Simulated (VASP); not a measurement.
# BN (P6_3mc) in VASP: notebook, part 3 of 3

VASP 6.6.1. The steps go on from the part before.

### Step 4. Single point, PBE

This run uses another cell than the first one, of 5.97 Å³/atom, 1.037 times its volume.

Contents of INCAR:

```
PREC = Accurate
ENCUT = 520
EDIFF = 1E-6
ISMEAR = -1
SIGMA = 0.02
LREAL = False
LASPH = True
NELM = 80
ALGO = Normal
ISIF = 2
LWAVE = False
LCHARG = False
GGA = PE
NBANDS = 16
```

Contents of KPOINTS:

```
regular mesh
0
Gamma
  12 12 6
```

Contents of POSCAR:

```
BN
1.0
    2.5540945109      0.0000000000      0.0000000000
   -1.2770472555      2.2119107301      0.0000000000
    0.0000000000      0.0000000000      4.2238494566
B N
2 2
Direct
    0.6666666667      0.3333333333      0.0001752318
    0.3333333333      0.6666666667      0.5001752318
    0.6666666667      0.3333333333      0.3748247682
    0.3333333333      0.6666666667      0.8748247682
```

Potentials or basis: VASP PAW PBE potentials, release 64 (B, N).

Command:

```sh
> cat potpaw_PBE.64/B/POTCAR potpaw_PBE.64/N/POTCAR > POTCAR
> mpirun -np 1 vasp_std > vasp.out
```

OUTCAR:

```text
PREC = Accurate
   ENCUT = 520
   EDIFF = 1E-6
   ISMEAR = -1
   LREAL = False
   LASPH = True
   NELM = 80
   ISIF = 2
   GGA = PE

 ion  position               nearest neighbor table
   1  0.667  0.333  0.000-   4 1.57   4 1.57   4 1.57   3 1.58
   2  0.333  0.667  0.500-   3 1.57   3 1.57   3 1.57   4 1.58
   3  0.667  0.333  0.375-   2 1.57   2 1.57   2 1.57   1 1.58
   4  0.333  0.667  0.875-   1 1.57   1 1.57   1 1.57   2 1.58

  LATTYP: Found a hexagonal cell.
 ALAT       =     2.5540945109
 C/A-ratio  =     1.6537561310

  Lattice vectors:

 A1 = (   2.5540945109,   0.0000000000,   0.0000000000)
 A2 = (  -1.2770472555,   2.2119107301,   0.0000000000)
 A3 = (   0.0000000000,   0.0000000000,   4.2238494566)

Analysis of symmetry for initial positions (statically):
=====================================================================
 Subroutine PRICEL returns:
 Original cell was already a primitive cell.

 Routine SETGRP: Setting up the symmetry group for a
 hexagonal supercell.

 Subroutine GETGRP returns: Found 12 space group operations
 (whereof  6 operations were pure point group operations)
 out of a pool of 24 trial point group operations.

The static configuration has the point symmetry C_3v.
 The point group associated with its full space group is C_6v.

Analysis of symmetry for dynamics (positions and initial velocities):
=====================================================================
 Subroutine PRICEL returns:
 Original cell was already a primitive cell.

 Routine SETGRP: Setting up the symmetry group for a
 hexagonal supercell.

 Subroutine GETGRP returns: Found 12 space group operations
 (whereof  6 operations were pure point group operations)
 out of a pool of 24 trial point group operations.

The dynamic configuration has the point symmetry C_3v.
 The point group associated with its full space group is C_6v.
[... 116 lines left out ...]
   EMIN   =  10.00;   EMAX   =-10.00  energy-range for DOS
   EFERMI =   0.00;   METHOD = LEGACY
   ISMEAR =    -1;   SIGMA  =   0.02  broadening in eV -4-tet -1-fermi 0-gaus
   EFERMI_NEDOS =   21; number of points for ismear=-14 and -15
   IALGO  =     38    algorithm
   IMIX   =      4    mixing-type and parameters
     AMIX     =   0.40;   BMIX     =  1.00
     AMIX_MAG =   1.60;   BMIX_MAG =  1.00
  volume/ion in A,a.u.               =       5.97        40.26
  Fermi-wavevector in a.u.,A,eV,Ry     =   1.432882  2.707755 27.934822  2.053151
  Thomas-Fermi vector in A             =   2.552461
   LORBIT       =      0    0 simple, 1 ext, 2 COOP (PROOUT), +10 PAW based schemes
   GGA     = PE    functional components
   LHFCALC =     F    Hartree Fock is set to
   AEXX    =    0.0000 exact exchange contribution
   IVDW    =     0    specifies the selected vdW correction
   LEPSILON=     F    determine dielectric tensor
   LRPA    =     F    only Hartree local field effects (RPA)
 non-spin polarized calculation
  energy-cutoff  :      520.00
  volume of cell :       23.86
 maximum number of plane-waves:       660
 NGX is ok and might be reduce to    20
   NGX =  9   NGY =  9   NGZ = 15

 number of electron      16.0000000 magnetization

 Free energy of the ion-electron system (eV)
  ---------------------------------------------------
  ext. energy  EPLUGINS =         0.00000000
  ---------------------------------------------------
  free energy    TOTEN  =       -34.83268278 eV

  energy without entropy =      -34.83268278  energy(sigma->0) =      -34.83268278

 E-fermi :   7.7989     XC(G=0): -12.7639

 val. band max:        7.4345249254   @ k =   0.0000   0.0000   0.0000
 cond. band min:      12.6464436018   @ k =   0.3333   0.3333   0.0000
 fundamental gap:      5.2119186765
 Fermi energy:         7.7988703706

 k-point     1 :       0.0000    0.0000    0.0000
  band No.  band energies     occupation
      1     -12.8564      2.00000
      2      -8.7467      2.00000
      3      -3.3884      2.00000
      4       5.3310      2.00000
      5       5.3310      2.00000
      6       7.1744      2.00000
[... 433 lines left out ...]
      3      -1.3097      2.00000
      4       0.1298      2.00000
      5       1.5014      2.00000
      6       3.1819      2.00000
[... 8 lines left out ...]
     15      23.3382      0.00000
     16      23.5887      0.00000

 [... further k-points ...]
[... 5 lines left out ...]
  --------------------------------------------------------------------------------------
  -------------------------------------------------------------------------------------
  Total        0.0661953      0.0661953      0.0586346     -0.0000000      0.0000000     -0.0000000
  in kB        4.4445186      4.4445186      3.9368725     -0.0000000      0.0000000     -0.0000000
  external PRESSURE =       4.2753032 kB  Pullay stress =       0.0000000 kB

 VOLUME and BASIS-vectors are now :
 -----------------------------------------------------------------------------
  energy-cutoff  :      520.00
  volume of cell :       23.86
      direct lattice vectors                 reciprocal lattice vectors
     2.554094511  0.000000000  0.000000000     0.391528190  0.226048906  0.000000000
    -1.277047256  2.211910730  0.000000000     0.000000000  0.452097811  0.000000000
     0.000000000  0.000000000  4.223849457     0.000000000  0.000000000  0.236750862

 POSITION                                       TOTAL-FORCE (eV/Angst)
 -----------------------------------------------------------------------------------
      1.27705      0.73730      0.00074        -0.000000     -0.000000      0.005211
     -0.00000      1.47461      2.11266         0.000000      0.000000      0.005211
      1.27705      0.73730      1.58320         0.000000     -0.000000     -0.005211
     -0.00000      1.47461      3.69513         0.000000      0.000000     -0.005211
 -----------------------------------------------------------------------------------
    total drift:                               -0.000000     -0.000000     -0.000385

  FREE ENERGIE OF THE ION-ELECTRON SYSTEM (eV)
  ---------------------------------------------------
  free  energy   TOTEN  =       -34.8326827813 eV

  energy  without entropy=      -34.8326827812  energy(sigma->0) =      -34.83268278
```

OSZICAR:

```text
N       E                     dE             d eps       ncg     rms          rms(c)
DAV:   1     0.385831900754E+02    0.38583E+02   -0.82641E+03  2432   0.968E+02
DAV:   2    -0.344529590134E+02   -0.73036E+02   -0.68482E+02  3560   0.227E+02
DAV:   3    -0.367408730673E+02   -0.22879E+01   -0.22833E+01  2768   0.368E+01
DAV:   4    -0.367463257646E+02   -0.54527E-02   -0.54525E-02  2912   0.207E+00
DAV:   5    -0.367463410714E+02   -0.15307E-04   -0.15307E-04  2712   0.101E-01    0.941E+00
DAV:   6    -0.349913193305E+02    0.17550E+01   -0.22237E+00  3064   0.136E+01    0.446E+00
DAV:   7    -0.348605736173E+02    0.13075E+00   -0.31440E-01  3096   0.451E+00    0.273E+00
DAV:   8    -0.348336225797E+02    0.26951E-01   -0.53009E-02  2824   0.187E+00    0.257E-01
DAV:   9    -0.348323979719E+02    0.12246E-02   -0.18935E-03  2816   0.519E-01    0.133E-01
DAV:  10    -0.348326746572E+02   -0.27669E-03   -0.49027E-04  2856   0.173E-01    0.254E-02
DAV:  11    -0.348326818234E+02   -0.71662E-05   -0.32082E-05  3056   0.551E-02    0.148E-02
DAV:  12    -0.348326827813E+02   -0.95782E-06   -0.57226E-06  2904   0.237E-02
   1 F= -.34832683E+02 E0= -.34832683E+02  d E =-.218540E-10
```

stdout:

```text
POSCAR found type information on POSCAR B N
 POSCAR found :  2 types and       4 ions
 scaLAPACK will be used
 LDA part: xc-table for (Slater+PW92), standard interpolation
 POSCAR, INCAR and KPOINTS ok, starting setup
 FFT: planning ... GRIDC
 FFT: planning ... GRID_SOFT
 FFT: planning ... GRID
 WAVECAR not read
 entering main loop
```

It took 17 s on 1 thread of AMD EPYC 7R43 (Zen 3), shared host; peak memory 0.11 GiB.

What came out:

```yaml
Free_energy: -34.8327 eV
Pressure: 0.4 GPa
Largest_force: 0.005 eV/Å
Band_gap_on_the_k_mesh: 5.21 eV, indirect (least direct gap 8.24 eV)
```

Forces on the atoms (eV/Å):
```
B    0.000  0.000  0.005
B    0.000  0.000  0.005
N    0.000  0.000 -0.005
N    0.000  0.000 -0.005
```

Levels at points of the mesh, in eV from the valence-band top:
| k point | band 4 | band 5 | band 6 | band 7 | band 8 | band 9 | band 10 | band 11 | band 12 | band 13 |
| --- | --- | --- | --- | --- | --- | --- | --- | --- | --- | --- |
| (0.00, 0.00, 0.00) | -2.10 | -2.10 | -0.26 | 0.00 | 0.00 | 8.34 | 8.34 | 8.55 | 9.41 | 10.64 |
| (0.50, 0.00, 0.00) | -7.74 | -6.85 | -4.94 | -4.36 | -2.09 | 6.68 | 7.94 | 10.56 | 11.40 | 12.81 |
| (0.00, 0.00, 0.50) | -5.67 | -1.17 | -1.17 | -1.17 | -1.17 | 9.41 | 9.41 | 9.88 | 9.88 | 9.88 |
| (0.50, 0.00, 0.50) | -9.94 | -3.73 | -3.73 | -3.53 | -3.53 | 6.56 | 6.56 | 9.98 | 9.98 | 14.19 |

### Step 5. Single point, r2SCAN

This run uses another cell than the first one, of 5.89 Å³/atom, 1.024 times its volume.

Contents of POSCAR:

```
BN
1.0
    2.5434023075      0.0000000000      0.0000000000
   -1.2717011538      2.2026510104      0.0000000000
    0.0000000000      0.0000000000      4.2069931480
B N
2 2
Direct
    0.6666666667      0.3333333333      0.0001583208
    0.3333333333      0.6666666667      0.5001583208
    0.6666666667      0.3333333333      0.3748416792
    0.3333333333      0.6666666667      0.8748416792
```

Contents of INCAR.step1:

```
PREC = Accurate
ENCUT = 520
ISMEAR = -1
SIGMA = 0.02
LREAL = F
LASPH = T
NELM = 60
NBANDS = 16
GGA = PE
ALGO = Normal
EDIFF = 1E-4
LWAVE = T
LCHARG = F
```

Contents of INCAR.step2:

```
PREC = Accurate
ENCUT = 520
EDIFF = 1E-7
ISMEAR = -1
SIGMA = 0.02
LREAL = F
LASPH = T
NELM = 60
ALGO = Normal
ISIF = 2
LWAVE = F
LCHARG = T
METAGGA = R2SCAN
LMIXTAU = T
LELF = T
LVHAR = T
NBANDS = 16
ISTART = 1
```

KPOINTS is that of step 4.

Potentials or basis: VASP PAW PBE potentials, release 64 (B, N).

Command:

```sh
> cat potpaw_PBE.64/B/POTCAR potpaw_PBE.64/N/POTCAR > POTCAR
> cp INCAR.step1 INCAR
> mpirun -np 1 vasp_std > vasp.out
> cp INCAR.step2 INCAR
> mpirun -np 1 vasp_std > vasp.out
```

OUTCAR:

```text
PREC = Accurate
   ENCUT = 520
   EDIFF = 1E-7
   ISMEAR = -1
   LREAL = F
   LASPH = T
   NELM = 60
   ISIF = 2
   METAGGA = R2SCAN
   ISTART = 1

 ion  position               nearest neighbor table
   1  0.667  0.333  0.000-   4 1.56   4 1.56   4 1.56   3 1.58
   2  0.333  0.667  0.500-   3 1.56   3 1.56   3 1.56   4 1.58
   3  0.667  0.333  0.375-   2 1.56   2 1.56   2 1.56   1 1.58
   4  0.333  0.667  0.875-   1 1.56   1 1.56   1 1.56   2 1.58

  LATTYP: Found a hexagonal cell.
 ALAT       =     2.5434023075
[... 648 lines left out ...]
     15      24.6700      0.00000
     16      24.9439      0.00000

 [... further k-points ...]
[... 5 lines left out ...]
  --------------------------------------------------------------------------------------
  -------------------------------------------------------------------------------------
  Total        0.2034548      0.2034548      0.1968524     -0.0000000      0.0000000      0.0000000
  in kB       13.8307552     13.8307552     13.3819298     -0.0000000      0.0000000      0.0000000
  external PRESSURE =      13.6811467 kB  Pullay stress =       0.0000000 kB

 VOLUME and BASIS-vectors are now :
 -----------------------------------------------------------------------------
  energy-cutoff  :      520.00
  volume of cell :       23.57
      direct lattice vectors                 reciprocal lattice vectors
     2.543402308  0.000000000  0.000000000     0.393174134  0.226999192  0.000000000
    -1.271701154  2.202651010  0.000000000     0.000000000  0.453998384  0.000000000
     0.000000000  0.000000000  4.206993148     0.000000000  0.000000000  0.237699460

 POSITION                                       TOTAL-FORCE (eV/Angst)
 -----------------------------------------------------------------------------------
      1.27170      0.73422      0.00067         0.000000     -0.000000      0.011936
     -0.00000      1.46843      2.10416         0.000000     -0.000000      0.011936
      1.27170      0.73422      1.57696         0.000000     -0.000000     -0.011936
     -0.00000      1.46843      3.68045        -0.000000      0.000000     -0.011936
 -----------------------------------------------------------------------------------
    total drift:                               -0.000000     -0.000000     -0.002199

  FREE ENERGIE OF THE ION-ELECTRON SYSTEM (eV)
  ---------------------------------------------------
  free  energy   TOTEN  =       -38.2660404920 eV

  energy  without entropy=      -38.2660404920  energy(sigma->0) =      -38.26604049
```

OUTCAR.step1:

```text
PREC = Accurate
   ENCUT = 520
   ISMEAR = -1
   LREAL = F
   LASPH = T
[... 686 lines left out ...]
      1.27170      0.73422      0.00067        -0.000000     -0.000000      0.018256
     -0.00000      1.46843      2.10416         0.000000     -0.000000      0.018256
      1.27170      0.73422      1.57696         0.000000     -0.000000     -0.018256
     -0.00000      1.46843      3.68045        -0.000000      0.000000     -0.018256
 -----------------------------------------------------------------------------------
    total drift:                               -0.000000     -0.000000     -0.000381

  FREE ENERGIE OF THE ION-ELECTRON SYSTEM (eV)
  ---------------------------------------------------
  free  energy   TOTEN  =       -34.8270995128 eV

  energy  without entropy=      -34.8270995128  energy(sigma->0) =      -34.82709951
```

Run time: 1.7 min. Hardware: 1 thread of AMD EPYC 7R43 (Zen 3), shared host; peak memory 0.11 GiB.

Results:

- Free energy: -38.2660 eV
- Pressure: 1.4 GPa
- Largest force: 0.012 eV/Å
- Band gap on the k mesh: 5.72 eV, indirect (least direct gap 8.99 eV)

Forces on the atoms (eV/Å):
```
B    0.000  0.000  0.012
B    0.000  0.000  0.012
N    0.000  0.000 -0.012
N    0.000  0.000 -0.012
```

Caveat: the PAW data sets were made with another functional, which shifts forces and pressure a little. r2SCAN opens gaps a little over a GGA but as a rule still falls short of measured ones.

### Step 6. Single point, r2SCAN

This run uses another cell than the first one, of 5.54 Å³/atom, 0.963 times its volume.

Contents of POSCAR:

```
BN
1.0
    2.4914815685     -0.0000000029      0.0000000000
   -1.2457407817      2.1576863328      0.0000000000
    0.0000000000      0.0000000000      4.1211120500
B N
2 2
Direct
    0.6666666667      0.3333333333      0.0004233711
    0.3333333333      0.6666666667      0.5004233711
    0.6666666667      0.3333333333      0.3745766289
    0.3333333333      0.6666666667      0.8745766289
```

Contents of INCAR.step1:

```
SYSTEM = BN
PREC = Accurate ; ENCUT = 520
ISMEAR = -1 ; SIGMA = 0.02
LREAL = .False. ; LASPH = .True.
NELM = 100 ; NBANDS = 16
GGA = PE ; ALGO = Normal
EDIFF = 1E-4 ; LWAVE = .True.
LCHARG = .False.
```

Contents of INCAR.step2:

```
SYSTEM = BN
PREC = Accurate ; ENCUT = 520
EDIFF = 1E-7 ; ISMEAR = -1
SIGMA = 0.02 ; LREAL = .False.
LASPH = .True. ; NELM = 100
ALGO = Normal ; ISIF = 2
LWAVE = .False. ; LCHARG = .True.
METAGGA = R2SCAN ; LMIXTAU = .True.
LELF = .True. ; LVHAR = .True.
NBANDS = 16 ; ISTART = 1
```

Contents of KPOINTS:

```
Automatic mesh
0
Gamma
  12 12 8
  0 0 0
```

Potentials or basis: VASP PAW PBE potentials, release 64 (B, N).

Command:

```sh
> cat potpaw_PBE.64/B/POTCAR potpaw_PBE.64/N/POTCAR > POTCAR
> cp INCAR.step1 INCAR
> mpirun -np 1 vasp_std > vasp.out
> cp INCAR.step2 INCAR
> mpirun -np 1 vasp_std > vasp.out
```

Wall time 1.9 min (1 thread of AMD EPYC 7R43 (Zen 3), shared host); peak memory 0.12 GiB.

The run converged. Its results:

* Free energy: -38.1352 eV
* Pressure: 28.8 GPa
* Largest force: 0.004 eV/Å
* Band gap on the k mesh: 5.59 eV, indirect (least direct gap 9.28 eV)

Forces on the atoms (eV/Å):
```
B    0.000  0.000  0.004
B    0.000  0.000  0.004
N    0.000  0.000 -0.004
N    0.000  0.000 -0.004
```

Stress tensor (GPa, compression positive):
```
28.64  0.00  0.00
 0.00 28.64  0.00
 0.00  0.00 29.08
```

Levels at points of the mesh, in eV from the valence-band top:
| k point | band 5 | band 6 | band 7 | band 8 | band 9 | band 10 | band 11 | band 12 |
| --- | --- | --- | --- | --- | --- | --- | --- | --- |
| (0.00, 0.00, 0.00) | -2.36 | -0.32 | 0.00 | 0.00 | 9.33 | 9.33 | 9.69 | 11.02 |
| (0.50, 0.00, 0.00) | -7.61 | -5.53 | -4.89 | -2.33 | 7.53 | 8.79 | 11.68 | 12.82 |
| (0.00, 0.00, 0.50) | -1.31 | -1.31 | -1.31 | -1.31 | 10.85 | 10.85 | 11.02 | 11.02 |
| (0.50, 0.00, 0.50) | -4.18 | -4.18 | -3.97 | -3.97 | 7.43 | 7.43 | 11.16 | 11.16 |

Caveat: the PAW data sets were made with another functional, which shifts forces and pressure a little. r2SCAN opens gaps a little over a GGA but as a rule still falls short of measured ones.

### Step 7. Overview

```csv
level,potentials or basis,cell,k mesh,gap on the mesh (eV),pressure (GPa),largest force (eV/Å)
LDA,"VASP PAW LDA potentials, release 64 (B, N)","a = 2.523, b = 2.523, c = 4.174 Å, angles 90.0, 90.0, 120.0°, 4 atoms",12 × 12 × 6,4.90,1.2,-
PBEsol,"VASP PAW PBE potentials, release 64 (B, N)","a = 2.541, b = 2.541, c = 4.203 Å, angles 90.0, 90.0, 120.0°, 4 atoms",12 × 12 × 6,4.95,0.8,-
PBE,"VASP PAW PBE potentials, release 64 (B, N)","a = 2.554, b = 2.554, c = 4.224 Å, angles 90.0, 90.0, 120.0°, 4 atoms",12 × 12 × 6,5.21,0.4,0.01
r2SCAN,"VASP PAW PBE potentials, release 64 (B, N)","a = 2.543, b = 2.543, c = 4.207 Å, angles 90.0, 90.0, 120.0°, 4 atoms",12 × 12 × 6,5.72,1.4,0.01
r2SCAN,"VASP PAW PBE potentials, release 64 (B, N)","a = 2.491, b = 2.491, c = 4.121 Å, angles 90.0, 90.0, 120.0°, 4 atoms",12 × 12 × 8,5.59,28.8,-
```

Alike in all rows: task single point; no spin polarisation; cutoff (eV) 520; smearing fermi-dirac 0.02 eV.

Caveats: the PAW data sets were made with another functional, which shifts forces and pressure a little (some runs).

Absolute energies hang on the potentials; compare differences alone.
